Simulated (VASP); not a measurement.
# WSe2 in VASP: further runs

The runs below take WSe2 through single point, with PBEsol.

Program: VASP 6.6.1. These are calculated values, not measurements. Logs are shortened: lines on timing, memory, paths and dates and some standing lists are left out, and cuts for length are marked.

## Step 1: The cell of the first run

The cell holds a slab with vacuum, 3 atoms: a = 3.318 Å, b = 3.318 Å, c = 16.658 Å, α = 90.00°, β = 90.00°, γ = 120.00°.

## Step 2: Single point, PBEsol, non-collinear spin, zero start, spin-orbit coupling

The input, INCAR:

```
SYSTEM = WSe2
  ALGO = Normal
  EDIFF = 1E-7
  ENCUT = 520
  GGA = PS
  GGA_COMPAT = .False.
  ISIF = 2
  ISMEAR = 0
  LASPH = .True.
  LCHARG = .True.
  LMAXMIX = 4
  LORBIT = 11
  LORBMOM = .True.
  LREAL = .False.
  LSORBIT = .True.
  LUSENCCL = .False.
  LVHAR = .True.
  LWAVE = .False.
  MAGMOM = 0 0 0 0 0 0 0 0 0
  NBANDS = 39
  NELM = 150
  PREC = Accurate
  SIGMA = 0.05
```

The input, KPOINTS:

```
k-points
0
Gamma
  12 12 2
  0 0 0
```

The input, POSCAR:

```
WSe2
1.0
    3.3179375931      0.0000000000      0.0000000000
   -1.6589687966      2.8734182438      0.0000000000
    0.0000000000      0.0000000000     16.6581424200
W Se
1 2
Direct
    0.0000000000      0.0000000000      0.0000000000
    0.3234763434      0.6469526869      0.0968357358
    0.3333333333      0.6666666667      0.9002134800
```

Potentials or basis: VASP PAW PBE potentials, release 64 (W_sv, Se).

Run with:

```sh
$ cat potpaw_PBE.64/W_sv/POTCAR potpaw_PBE.64/Se/POTCAR > POTCAR
$ mpirun -np 1 vasp_ncl > vasp.out
```

OUTCAR:

```text
SYSTEM = WSe2
   EDIFF = 1E-7
   ENCUT = 520
   GGA = PS
   ISIF = 2
   ISMEAR = 0
   LASPH = .True.
   LORBIT = 11
   LREAL = .False.
   LSORBIT = .True.
   NELM = 150
   PREC = Accurate

 ion  position               nearest neighbor table
   1  0.000  0.000  0.000-   2 2.46   2 2.53   2 2.53   3 2.54   3 2.54   3 2.54
   2  0.323  0.647  0.097-   1 2.46   1 2.53   1 2.53
   3  0.333  0.667  0.900-   1 2.54   1 2.54   1 2.54

  LATTYP: Found a hexagonal cell.
 ALAT       =     3.3179375931
 C/A-ratio  =     5.0206316281

  Lattice vectors:

 A1 = (   3.3179375931,   0.0000000000,   0.0000000000)
 A2 = (  -1.6589687966,   2.8734182438,   0.0000000000)
 A3 = (   0.0000000000,   0.0000000000,  16.6581424200)

Analysis of symmetry for initial positions (statically):
=====================================================================
 Subroutine PRICEL returns:
 Original cell was already a primitive cell.

 Routine SETGRP: Setting up the symmetry group for a
 hexagonal supercell.

 Subroutine GETGRP returns: Found  2 space group operations
 (whereof  2 operations were pure point group operations)
 out of a pool of 24 trial point group operations.

The static configuration has the point symmetry C_1h.

Analysis of symmetry for dynamics (positions and initial velocities):
=====================================================================
 Subroutine PRICEL returns:
 Original cell was already a primitive cell.

 Routine SETGRP: Setting up the symmetry group for a
 hexagonal supercell.

 Subroutine GETGRP returns: Found  2 space group operations
 (whereof  2 operations were pure point group operations)
 out of a pool of 24 trial point group operations.

The dynamic configuration has the point symmetry C_1h.

Analysis of structural, dynamic, and magnetic symmetry:
=====================================================================
 Subroutine PRICEL returns:
 Original cell was already a primitive cell.

 Routine SETGRP: Setting up the symmetry group for a
 hexagonal supercell.

 Subroutine GETGRP returns: Found  2 space group operations
 (whereof  2 operations were pure point group operations)
 out of a pool of 24 trial point group operations.

The overall configuration has the point symmetry C_1h.

 Subroutine INISYM returns: Found  2 space group operations
 (whereof  2 operations are pure point group operations),
 and found     1 'primitive' translations

----------------------------------------------------------------------------------------

                                     Primitive cell

  volume of cell :     158.8158

  direct lattice vectors                    reciprocal lattice vectors
     3.317937593  0.000000000  0.000000000     0.301392046  0.174008779 -0.000000000
    -1.658968797  2.873418244  0.000000000     0.000000000  0.348017558  0.000000000
     0.000000000  0.000000000 16.658142420     0.000000000 -0.000000000  0.060030703

  length of vectors
     3.317937593  3.317937593 16.658142420     0.348017558  0.348017558  0.060030703

  position of ions in fractional coordinates (direct lattice)
     0.000000000  0.000000000  0.000000000
     0.323476343  0.646952687  0.096835736
     0.333333333  0.666666667  0.900213480

  ion indices of the primitive-cell ions
   primitive index   ion index
                 1           1
                 2           2
                 3           3

----------------------------------------------------------------------------------------

 KPOINTS: k-points

Automatic generation of k-mesh.
 Grid dimensions read from file:
 generate k-points for:   12   12    2

 Generating k-lattice:

  Cartesian coordinates                     Fractional coordinates (reciprocal lattice)
     0.025116004  0.014500732 -0.000000000     0.083333333 -0.000000000  0.000000000
     0.000000000  0.029001463  0.000000000     0.000000000  0.083333333  0.000000000
     0.000000000 -0.000000000  0.030015351     0.000000000  0.000000000  0.500000000

  Length of vectors
     0.029001463  0.029001463  0.030015351

  Shift w.r.t. Gamma in fractional coordinates (k-lattice)
     0.000000000  0.000000000  0.000000000

 Subroutine IBZKPT returns following result:
 ===========================================

 Found    156 irreducible k-points:

 Following reciprocal coordinates:
            Coordinates               Weight
  0.000000  0.000000  0.000000      1.000000
  0.083333  0.000000  0.000000      2.000000
 -0.083333  0.000000  0.000000      2.000000
  0.000000  0.083333  0.000000      1.000000
  0.000000 -0.083333  0.000000      1.000000
  0.166667  0.000000  0.000000      2.000000
[... 16 lines left out ...]
  0.000000  0.500000  0.000000      1.000000
  0.083333  0.083333  0.000000      2.000000
[... 30 lines left out ...]
   NELECT =      26.0000    total number of electrons
   NUPDOWN=      -1.0000    fix difference up-down
   EMIN   =  10.00;   EMAX   =-10.00  energy-range for DOS
   EFERMI =   0.00;   METHOD = LEGACY
   ISMEAR =     0;   SIGMA  =   0.05  broadening in eV -4-tet -1-fermi 0-gaus
   EFERMI_NEDOS =   21; number of points for ismear=-14 and -15
   IALGO  =     38    algorithm
   IMIX   =      4    mixing-type and parameters
     AMIX     =   0.40;   BMIX     =  1.00
     AMIX_MAG =   1.60;   BMIX_MAG =  1.00
  volume/ion in A,a.u.               =      52.94       357.25
  Fermi-wavevector in a.u.,A,eV,Ry     =   0.895574  1.692389 10.912587  0.802053
  Thomas-Fermi vector in A             =   2.017923
   LORBIT       =     11    0 simple, 1 ext, 2 COOP (PROOUT), +10 PAW based schemes
   GGA     = PS    functional components
   LHFCALC =     F    Hartree Fock is set to
   AEXX    =    0.0000 exact exchange contribution
   IVDW    =     0    specifies the selected vdW correction
   LEPSILON=     F    determine dielectric tensor
   LRPA    =     F    only Hartree local field effects (RPA)
 Gauss-broadening in eV      SIGMA  =   0.05
  energy-cutoff  :      520.00
  volume of cell :      158.82
 maximum number of plane-waves:      8604
 NGX is ok and might be reduce to    28
   NGX = 13   NGY = 13   NGZ = 61

 number of electron      26.0000000 magnetization       0.0000000      0.0000000      0.0000000

 number of electron      26.0000000 magnetization       0.0000000     -0.0000000      0.0000000

 number of electron      26.0000000 magnetization      -0.0000000     -0.0000000     -0.0000000

 number of electron      26.0000000 magnetization      -0.0000000      0.0000000     -0.0000000

 Free energy of the ion-electron system (eV)
  ---------------------------------------------------
  ext. energy  EPLUGINS =         0.00000000
  ---------------------------------------------------
  free energy    TOTEN  =       -24.00384382 eV

  energy without entropy =      -24.00384382  energy(sigma->0) =      -24.00384382

 E-fermi :  -0.4943     XC(G=0):  -4.7585

 val. band max:       -0.7720624154   @ k =   0.3333   0.3333   0.0000
 cond. band min:       0.4005756173   @ k =   0.3333   0.3333   0.5000
 fundamental gap:      1.1726380328
 Fermi energy:        -0.4943115101

 k-point     1 :       0.0000    0.0000    0.0000
  band No.  band energies     occupation
      1     -74.9719      1.00000
      2     -74.9719      1.00000
      3     -45.0578      1.00000
      4     -45.0578      1.00000
      5     -36.4145      1.00000
      6     -36.4145      1.00000
[... 973 lines left out ...]
     37       4.5102      0.00000
     38       4.5118      0.00000

 [... further k-points ...]

 [bands above 38 left out]

------------------------ aborting loop because EDIFF is reached ----------------------------------------

  FORCE on cell =-STRESS in cart. coord.  units (eV):
  Direction    XX          YY          ZZ          XY          YZ          ZX
  --------------------------------------------------------------------------------------
  -------------------------------------------------------------------------------------
  Total       -0.8438126     -0.3148268      1.3679562      0.0000000      0.9091449     -0.0000000
  in kB       -8.5126145     -3.1760594     13.8003199      0.0000000      9.1717048     -0.0000000
  external PRESSURE =       0.7038820 kB  Pullay stress =       0.0000000 kB

 VOLUME and BASIS-vectors are now :
 -----------------------------------------------------------------------------
  energy-cutoff  :      520.00
  volume of cell :      158.82
      direct lattice vectors                 reciprocal lattice vectors
     3.317937593  0.000000000  0.000000000     0.301392046  0.174008779 -0.000000000
    -1.658968797  2.873418244  0.000000000     0.000000000  0.348017558  0.000000000
     0.000000000  0.000000000 16.658142420     0.000000000 -0.000000000  0.060030703

 POSITION                                       TOTAL-FORCE (eV/Angst)
 -----------------------------------------------------------------------------------
      0.00000      0.00000      0.00000         0.000000     -0.594410     -0.775946
     -0.00000      1.85897      1.61310        -0.000000      0.579263      0.815217
     -0.00000      1.91561     14.99588        -0.000000      0.015147     -0.039271
 -----------------------------------------------------------------------------------
    total drift:                                0.000000      0.000055     -0.000047

  FREE ENERGIE OF THE ION-ELECTRON SYSTEM (eV)
  ---------------------------------------------------
  free  energy   TOTEN  =       -24.0038438185 eV

  energy  without entropy=      -24.0038438185  energy(sigma->0) =      -24.00384382

 orbital moment (x)

 # of ion     p       d       tot
 ----------------------------------------
  1        -0.000  -0.000  -0.000
  2        -0.000  -0.000  -0.000
  3        -0.000   0.000  -0.000
 ----------------------------------------
           -0.000  -0.000  -0.000

 orbital moment (y)

 # of ion     p       d       tot
 ----------------------------------------
  1         0.000  -0.000  -0.000
  2         0.000   0.000   0.000
  3         0.000   0.000   0.000
 ----------------------------------------
            0.000  -0.000  -0.000

 orbital moment (z)

 # of ion     p       d       tot
 ----------------------------------------
  1         0.000   0.000   0.000
  2        -0.000   0.000  -0.000
  3         0.000  -0.000  -0.000
 ----------------------------------------
           -0.000  -0.000  -0.000

 Spin-Orbit-Coupling matrix elements

 Ion:    1  E_soc:     -1.5326307
 l=   1
     0.0000000    -0.2255387    -0.2261378
    -0.2255387     0.0000000    -0.2256722
    -0.2261378    -0.2256722     0.0000000
 l=   2
     0.0000000    -0.0055365     0.0000000    -0.0055929    -0.0253815
    -0.0055365     0.0000000    -0.0180335    -0.0049856    -0.0055717
     0.0000000    -0.0180335     0.0000000    -0.0182172     0.0000000
    -0.0055929    -0.0049856    -0.0182172     0.0000000    -0.0056477
    -0.0253815    -0.0055717     0.0000000    -0.0056477     0.0000000
 l=   3
     0.0000000     0.0000000     0.0000000     0.0000000     0.0000000     0.0000000     0.0000000
     0.0000000     0.0000000     0.0000000     0.0000000     0.0000000     0.0000000     0.0000000
     0.0000000     0.0000000     0.0000000     0.0000000     0.0000000     0.0000000     0.0000000
     0.0000000     0.0000000     0.0000000     0.0000000     0.0000000     0.0000000     0.0000000
[... 29 lines left out ...]
 l=   2
     0.0000000     0.0000062     0.0000000     0.0000060     0.0000037
     0.0000062     0.0000000     0.0000040     0.0000121     0.0000062
     0.0000000     0.0000040     0.0000000     0.0000041     0.0000000
     0.0000060     0.0000121     0.0000041     0.0000000     0.0000063
     0.0000037     0.0000062     0.0000000     0.0000063     0.0000000
 l=   3
     0.0000000     0.0000000     0.0000000     0.0000000     0.0000000     0.0000000     0.0000000
     0.0000000     0.0000000     0.0000000     0.0000000     0.0000000     0.0000000     0.0000000
     0.0000000     0.0000000     0.0000000     0.0000000     0.0000000     0.0000000     0.0000000
     0.0000000     0.0000000     0.0000000     0.0000000     0.0000000     0.0000000     0.0000000
     0.0000000     0.0000000     0.0000000     0.0000000     0.0000000     0.0000000     0.0000000
     0.0000000     0.0000000     0.0000000     0.0000000     0.0000000     0.0000000     0.0000000
     0.0000000     0.0000000     0.0000000     0.0000000     0.0000000     0.0000000     0.0000000

 total charge

# of ion       s       p       d       tot
------------------------------------------
    1        2.316   6.289   3.414  12.019
    2        1.473   2.367   0.075   3.915
    3        1.475   2.344   0.068   3.886
--------------------------------------------------
tot          5.263  11.000   3.556  19.820

 magnetization (x)

# of ion       s       p       d       tot
------------------------------------------
    1       -0.000  -0.000  -0.000  -0.000
    2       -0.000  -0.000  -0.000  -0.000
    3       -0.000   0.000   0.000   0.000
--------------------------------------------------
tot         -0.000   0.000  -0.000  -0.000

 magnetization (y)

# of ion       s       p       d       tot
------------------------------------------
    1        0.000   0.000   0.000   0.000
    2        0.000   0.000   0.000   0.000
    3        0.000   0.000   0.000   0.000
--------------------------------------------------
tot          0.000   0.000   0.000   0.000

 magnetization (z)

# of ion       s       p       d       tot
------------------------------------------
    1        0.000   0.000   0.000   0.000
    2        0.000   0.000   0.000   0.000
    3        0.000   0.000   0.000   0.000
--------------------------------------------------
tot          0.000   0.000   0.000   0.000
```

Run time: 19 min. Hardware: 1 × NVIDIA H100 80GB with 1 thread of AMD EPYC 7R13 (Zen 3), shared host; peak memory 2.5 GiB.

What came out:

```
Free energy                                           : -24.0038 eV
Largest force                                         : 1.000 eV/Å
Net moment                                            : 0.00 μB per cell
Valence electrons inside the program's atomic spheres : W 12.02; Se 3.92, 3.89
```

Forces in eV/Å, atoms in the order of the input:
```
W    0.000 -0.594 -0.776
Se   0.000  0.579  0.815
Se   0.000  0.015 -0.039
```

Moments on the atoms (μB; x, y, z):
```
W   0.00 0.00 0.00
Se  0.00 0.00 0.00
Se  0.00 0.00 0.00
```

Caveat: the PAW data sets were made with another functional, which shifts forces and pressure a little.

## Step 3: Single point, PBEsol (atom 2 (Se) moved +0.075 Å towards its neighbour atom 1 (W) at 2.536 Å)

The input, INCAR:

```
SYSTEM = WSe2
ALGO     = Normal         ! electronic algorithm
EDIFF    = 1E-7           ! SCF threshold, eV
ENCUT    = 520            ! plane-wave cutoff, eV
GGA      = PS             ! functional
ISIF     = 2              ! what is computed and relaxed
ISMEAR   = 0              ! smearing method
LASPH    = .TRUE.         ! aspherical terms in the spheres
LCHARG   = .FALSE.        ! write CHGCAR
LREAL    = .FALSE.        ! projectors in reciprocal space
LWAVE    = .FALSE.        ! write WAVECAR
NBANDS   = 20             ! bands
NELM     = 80             ! most SCF steps
PREC     = Accurate       ! precision mode
SIGMA    = 0.05           ! smearing width, eV
```

The input, KPOINTS:

```
k-points
0
G
  12 12 2
  0 0 0
```

POSCAR is that of step 2.

Potentials or basis: VASP PAW PBE potentials, release 64 (W_sv, Se).

Run with:

```sh
$ cat potpaw_PBE.64/W_sv/POTCAR potpaw_PBE.64/Se/POTCAR > POTCAR
$ mpirun -np 1 vasp_std > vasp.out
```

Wall time 5 min (1 thread of Intel Xeon Platinum 8488C (Sapphire Rapids), shared host); peak memory 0.48 GiB.

It converged, with:

```yaml
Free_energy: -23.1862 eV
Largest_force: 0.985 eV/Å
Band_gap_on_the_k_mesh: 1.46 eV
```

Forces in eV/Å, atoms in the order of the input:
```
W    0.000 -0.599 -0.781
Se   0.000  0.583  0.793
Se   0.000  0.016 -0.012
```

Levels at points of the mesh, in eV from the valence-band top:
```tsv
k point	band 9	band 10	band 11	band 12	band 13	band 14	band 15	band 16	band 17	band 18
(0.00, 0.00, 0.00)	-2.51	-1.99	-1.45	-1.22	-0.15	2.83	3.02	3.26	3.31	4.36
(0.50, 0.00, 0.00)	-4.22	-3.12	-1.96	-1.06	-0.86	2.35	2.76	3.74	4.37	4.62
(0.00, 0.50, 0.00)	-4.16	-3.04	-2.03	-1.00	-0.99	2.32	2.75	3.85	4.44	4.55
(0.00, 0.00, 0.50)	-2.51	-1.99	-1.45	-1.22	-0.15	2.83	3.02	3.26	3.31	4.41
(0.50, 0.00, 0.50)	-4.22	-3.12	-1.96	-1.06	-0.86	2.35	2.76	3.74	4.37	4.62
(0.00, 0.50, 0.50)	-4.16	-3.04	-2.03	-1.00	-0.99	2.32	2.75	3.85	4.44	4.55
```

Caveat: the cell differs from its parent crystal (atom 2 (Se) moved +0.075 Å towards its neighbour atom 1 (W) at 2.536 Å); the PAW data sets were made with another functional, which shifts forces and pressure a little; spin-orbit coupling is left out, which moves the levels of the heavy elements.
